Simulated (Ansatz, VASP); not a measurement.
# One calculation of IrPt2, two programs

```xyz
6
Lattice="5.5284 0.0000 0.0000 0.0000 5.5284 0.0000 0.0000 0.0000 4.1430" Properties=species:S:1:pos:R:3 pbc="T T T"
Ir    0.0000    0.0000    0.0000
Ir    2.7642    2.7642    2.0715
Pt    1.7409    1.7409    0.0000
Pt    1.0233    4.5051    2.0715
Pt    4.5051    1.0233    2.0715
Pt    3.7875    3.7875    0.0000
```

Change from the starting cell: species swapped into the PbO2 type (P4_2/mnm, No. 136).

Alike in both runs: functional PBE; k mesh 3 × 3 × 5; occupations gaussian, width 0.2 eV; no spin polarisation.

Ansatz relaxed the structure, and its values are those at the end. VASP's run is a single point on that final structure, the one shown.

|  | VASP | Ansatz |
| --- | --- | --- |
| version | VASP 6.6.1 | Ansatz 0.2.0 |
| potentials or method | VASP PAW PBE potentials, release 64 (Ir, Pt), cutoff 500 eV | scalar-relativistic, plane waves, PAW |
| valence electrons in the cell | 58 | 106 |

```tsv
	VASP	Ansatz	Ansatz less VASP
gap on the k mesh at the Fermi level (eV)	none	none	-
pressure (GPa)	-0.5	-0.3	+0.26
rms of the force components (eV/Å)	0.002	0.008	+0.0061
```

A gap of «none» marks a metal or a gap that the smearing closes. VASP's potentials hold 58 valence electrons a cell and Ansatz's 106, so a difference there can come from the potentials and not from the codes.

The k mesh is coarse, so the values compare programs but aren't converged. Neither program's run includes spin-orbit coupling.
